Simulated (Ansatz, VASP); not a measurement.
# Cd in VASP and in Ansatz

```xyz
2
Lattice="2.9982 0.0000 0.0000 -1.4991 2.5965 0.0000 0.0000 0.0000 5.9349" Properties=species:S:1:pos:R:3 pbc="T T T"
Cd    0.0000    1.7310    1.4837
Cd    1.4991    0.8655    4.4512
```

Alike in both runs: functional PBE; k mesh 12 × 12 × 6; occupations gaussian, width 0.1 eV; no spin polarisation.

Ansatz relaxed the structure, and its values are those at the end. VASP's run is a single point on that final structure, the one shown.

|  | VASP | Ansatz |
| --- | --- | --- |
| version | VASP 6.6.1 | Ansatz 0.2.0 |
| potentials or method | VASP PAW PBE potentials, release 64 (Cd), cutoff 520 eV | scalar-relativistic, plane waves, PAW |
| valence electrons in the cell | 24 | 40 |

Ansatz gave:

```
gap on the k mesh at the Fermi level (eV) : none
pressure (GPa)                            : 0.0
```

**Question.** Which values does VASP return?

**Answer.** gap on the k mesh at the Fermi level (eV): none; pressure (GPa): 0.3.

A gap of «none» marks a metal or a gap that the smearing closes. The functional is the same, so the differences come from potentials, cutoffs and numerics. VASP's potentials hold 24 valence electrons a cell and Ansatz's 40, so a difference there can come from the potentials and not from the codes.
